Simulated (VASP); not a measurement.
# H2 in VASP: single point with r2SCAN

Aim: the single point of H2 with r2SCAN.

Everything below comes from runs of VASP 6.6.1. Logs are shortened: lines on timing, memory, paths and dates and some standing lists are left out, and cuts for length are marked.

**1. The cell of the first run**

The cell holds a molecule in a box, 2 atoms: a = 12.000 Å, b = 12.300 Å, c = 12.600 Å, α = 90.00°, β = 90.00°, γ = 90.00°.

**2. Single point, r2SCAN**

Input file POSCAR:

```
H
1.0
   12.0000000000      0.0000000000      0.0000000000
    0.0000000000     12.3000000000      0.0000000000
    0.0000000000      0.0000000000     12.6000000000
H
2
Direct
    0.5000000000      0.5000000000      0.4705755676
    0.5000000000      0.5000000000      0.5294244324
```

Input file INCAR.step1:

```
SYSTEM = H
PREC = Accurate ; ENCUT = 520
ISMEAR = -1 ; SIGMA = 0.01
LREAL = .FALSE. ; LASPH = .TRUE.
NELM = 80 ; NBANDS = 8
GGA = PE ; ALGO = Normal
EDIFF = 1E-4 ; LWAVE = .TRUE.
LCHARG = .FALSE.
```

Input file INCAR.step2:

```
SYSTEM = H
PREC = Accurate ; ENCUT = 520
EDIFF = 1E-6 ; ISMEAR = -1
SIGMA = 0.01 ; LREAL = .FALSE.
LASPH = .TRUE. ; NELM = 80
ALGO = Normal ; ISIF = 2
LWAVE = .FALSE. ; LCHARG = .FALSE.
METAGGA = R2SCAN ; LMIXTAU = .TRUE.
NBANDS = 8 ; ISTART = 1
```

Input file KPOINTS:

```
Automatic mesh
0
G
  1 1 1
  0 0 0
```

Potentials or basis: VASP PAW PBE potentials, release 64 (H).

Run with:

```console
cat potpaw_PBE.64/H/POTCAR > POTCAR
cp INCAR.step1 INCAR
mpirun -np 1 vasp_gam > vasp.out
cp INCAR.step2 INCAR
mpirun -np 1 vasp_gam > vasp.out
```

OUTCAR:

```text
SYSTEM = H
   PREC = Accurate
   ENCUT = 520
   EDIFF = 1E-6
   ISMEAR = -1
   LREAL = .FALSE.
   LASPH = .TRUE.
   NELM = 80
   ISIF = 2
   METAGGA = R2SCAN
   ISTART = 1

 ion  position               nearest neighbor table
   1  0.500  0.500  0.471-   2 0.74
   2  0.500  0.500  0.529-   1 0.74

  LATTYP: Found a simple orthorhombic cell.
 ALAT       =    12.0000000000
 B/A-ratio  =     1.0250000000
 C/A-ratio  =     1.0500000000

  Lattice vectors:

 A1 = (  12.0000000000,   0.0000000000,   0.0000000000)
 A2 = (   0.0000000000,  12.3000000000,   0.0000000000)
 A3 = (   0.0000000000,   0.0000000000,  12.6000000000)

Analysis of symmetry for initial positions (statically):
=====================================================================
 Subroutine PRICEL returns:
 Original cell was already a primitive cell.

 Routine SETGRP: Setting up the symmetry group for a
 simple orthorhombic supercell.

 Subroutine GETGRP returns: Found  8 space group operations
 (whereof  8 operations were pure point group operations)
 out of a pool of  8 trial point group operations.

The static configuration has the point symmetry D_2h.

Analysis of symmetry for dynamics (positions and initial velocities):
=====================================================================
 Subroutine PRICEL returns:
 Original cell was already a primitive cell.

 Routine SETGRP: Setting up the symmetry group for a
 simple orthorhombic supercell.

 Subroutine GETGRP returns: Found  8 space group operations
 (whereof  8 operations were pure point group operations)
 out of a pool of  8 trial point group operations.

The dynamic configuration has the point symmetry D_2h.

 Subroutine INISYM returns: Found  8 space group operations
 (whereof  8 operations are pure point group operations),
 and found     1 'primitive' translations

----------------------------------------------------------------------------------------

                                     Primitive cell

  volume of cell :    1859.7600

  direct lattice vectors                    reciprocal lattice vectors
    12.000000000  0.000000000  0.000000000     0.083333333  0.000000000  0.000000000
     0.000000000 12.300000000  0.000000000     0.000000000  0.081300813  0.000000000
[... 54 lines left out ...]
   ICHARG =      0    charge: 1-file 2-atom 10-const
   ISPIN  =      1    spin polarized calculation?
   LNONCOLLINEAR =      F non collinear calculations
   LSORBIT =      F    spin-orbit coupling
   LASPH  =      T    aspherical Exc in radial PAW
   ENCUT  =  520.0 eV  38.22 Ry    6.18 a.u.  22.31 22.87 23.43*2*pi/ulx,y,z
   NELM   =     80;   NELMIN=  2; NELMDL=  0     # of ELM steps
   EDIFF  = 0.1E-05   stopping-criterion for ELM
   LREAL  =      F    real-space projection
   EDIFFG = 0.1E-04   stopping-criterion for IOM
   NSW    =      0    number of steps for IOM
   IBRION =     -1    ionic relax: 0-MD 1-quasi-New 2-CG
   NFREE  =      0    steps in history (QN), initial steepest desc. (CG)
   ISIF   =      2    stress and relaxation
   ISYM   =      2    0-nonsym 1-usesym 2-fastsym
   POTIM  = 0.5000    time-step for ionic-motion
   TEBEG  =    0.0;   TEEND  =   0.0 temperature during run
   PSTRESS=    0.0 pullay stress
   NELECT =       2.0000    total number of electrons
   NUPDOWN=      -1.0000    fix difference up-down
   EMIN   =  10.00;   EMAX   =-10.00  energy-range for DOS
   EFERMI =   0.00;   METHOD = LEGACY
   ISMEAR =    -1;   SIGMA  =   0.01  broadening in eV -4-tet -1-fermi 0-gaus
   EFERMI_NEDOS =   21; number of points for ismear=-14 and -15
   IALGO  =     38    algorithm
   IMIX   =      4    mixing-type and parameters
     AMIX     =   0.40;   BMIX     =  1.00
     AMIX_MAG =   1.60;   BMIX_MAG =  1.00
  volume/ion in A,a.u.               =     929.88      6275.14
  Fermi-wavevector in a.u.,A,eV,Ry     =   0.167726  0.316955  0.382757  0.028132
  Thomas-Fermi vector in A             =   0.873280
   LORBIT       =      0    0 simple, 1 ext, 2 COOP (PROOUT), +10 PAW based schemes
   METAGGA = R2SCAN    functional components
   LHFCALC =     F    Hartree Fock is set to
   AEXX    =    0.0000 exact exchange contribution
   IVDW    =     0    specifies the selected vdW correction
   LEPSILON=     F    determine dielectric tensor
   LRPA    =     F    only Hartree local field effects (RPA)
 non-spin polarized calculation
  energy-cutoff  :      520.00
  volume of cell :     1859.76
 maximum number of plane-waves:     25042
 NGX is ok and might be reduce to    90
   NGX = 45   NGY = 45   NGZ = 47

 number of electron       2.0000000 magnetization

 Free energy of the ion-electron system (eV)
  ---------------------------------------------------
  ext. energy  EPLUGINS =         0.00000000
  ---------------------------------------------------
  free energy    TOTEN  =        -6.90969966 eV

  energy without entropy =       -6.90969966  energy(sigma->0) =       -6.90969966

 E-fermi : -10.5574     XC(G=0):   0.0385

 val. band max:      -10.8028718355   @ k =   0.0000   0.0000   0.0000
 cond. band min:       0.0945371763   @ k =   0.0000   0.0000   0.0000
 fundamental gap:     10.8974090118
 Fermi energy:       -10.5574062494

 k-point     1 :       0.0000    0.0000    0.0000
  band No.  band energies     occupation
      1     -10.8029      2.00000
      2       0.0945      0.00000
      3       0.9640      0.00000
      4       0.9948      0.00000
      5       1.0429      0.00000
      6       1.0735      0.00000
      7       1.3104      0.00000
      8       1.6422      0.00000

------------------------ aborting loop because EDIFF is reached ----------------------------------------

  FORCE on cell =-STRESS in cart. coord.  units (eV):
  Direction    XX          YY          ZZ          XY          YZ          ZX
  --------------------------------------------------------------------------------------
  -------------------------------------------------------------------------------------
  Total       -0.0262419     -0.0266855     -0.0352994     -0.0000000      0.0000000      0.0000000
  in kB       -0.0226073     -0.0229895     -0.0304103     -0.0000000      0.0000000      0.0000000
  external PRESSURE =      -0.0253357 kB  Pullay stress =       0.0000000 kB

 VOLUME and BASIS-vectors are now :
 -----------------------------------------------------------------------------
  energy-cutoff  :      520.00
  volume of cell :     1859.76
      direct lattice vectors                 reciprocal lattice vectors
    12.000000000  0.000000000  0.000000000     0.083333333  0.000000000  0.000000000
     0.000000000 12.300000000  0.000000000     0.000000000  0.081300813  0.000000000
     0.000000000  0.000000000 12.600000000     0.000000000  0.000000000  0.079365079

 POSITION                                       TOTAL-FORCE (eV/Angst)
 -----------------------------------------------------------------------------------
      6.00000      6.15000      5.92925         0.000000     -0.000000      0.004475
      6.00000      6.15000      6.67075         0.000000      0.000000     -0.004475
 -----------------------------------------------------------------------------------
    total drift:                                0.000000      0.000000     -0.000000

  FREE ENERGIE OF THE ION-ELECTRON SYSTEM (eV)
  ---------------------------------------------------
  free  energy   TOTEN  =        -6.9096996614 eV

  energy  without entropy=       -6.9096996614  energy(sigma->0) =       -6.90969966
```

Wall time 8.5 min (1 thread of AMD EPYC 7R43 (Zen 3), shared host); peak memory 1.8 GiB.

Results:

| Item | Value |
| --- | --- |
| Free energy | -6.9097 eV |
| Largest force | 0.004 eV/Å |
| Gap between the frontier levels | 10.90 eV |

Forces in eV/Å, atoms in the order of the input:
```
H    0.000  0.000  0.004
H    0.000  0.000 -0.004
```

Levels at points of the mesh, in eV from the valence-band top:
```csv
k point,band 1,band 2,band 3,band 4,band 5,band 6
"(0.00, 0.00, 0.00)",0.00,10.90,11.77,11.80,11.85,11.88
```

Caveat: the PAW data sets were made with another functional, which shifts forces and pressure a little.
